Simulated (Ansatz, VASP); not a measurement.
## One calculation of MgZn2O3, two programs

```xyz
6
Lattice="3.0088 0.0000 0.0000 -1.5044 2.6057 0.0000 0.0000 0.0000 7.3341" Properties=species:S:1:pos:R:3 pbc="T T T"
Mg    0.0000    0.0000    0.0000
Zn    0.0000    1.7371    4.9009
Zn    1.5044    0.8686    2.4332
O     0.0000    1.7371    1.1862
O     1.5044    0.8686    6.1479
O     0.0000    0.0000    3.6670
```

Alike in both runs: functional PBEsol; k mesh 12 × 12 × 4; no spin polarisation.

Ansatz relaxed the structure, and its values are those at the end. VASP's run is a single point on that final structure, the one shown.

```csv
,VASP,Ansatz
version,VASP 6.6.1,Ansatz 0.2.0
potentials or method,"VASP PAW PBE potentials, release 64 (Mg, Zn, O), cutoff 520 eV","plane waves, PAW"
occupations,"gaussian, width 0.01 eV",fixed
valence electrons in the cell,44,52
```

```csv
,VASP,Ansatz,Ansatz less VASP
pressure (GPa),0.6,0.0,-0.63
rms of the force components (eV/Å),0.025,0.000,-0.0241
```

VASP's potentials were made for PBE, not for PBEsol. VASP's potentials hold 44 valence electrons a cell and Ansatz's 52, so a difference there can come from the potentials and not from the codes.
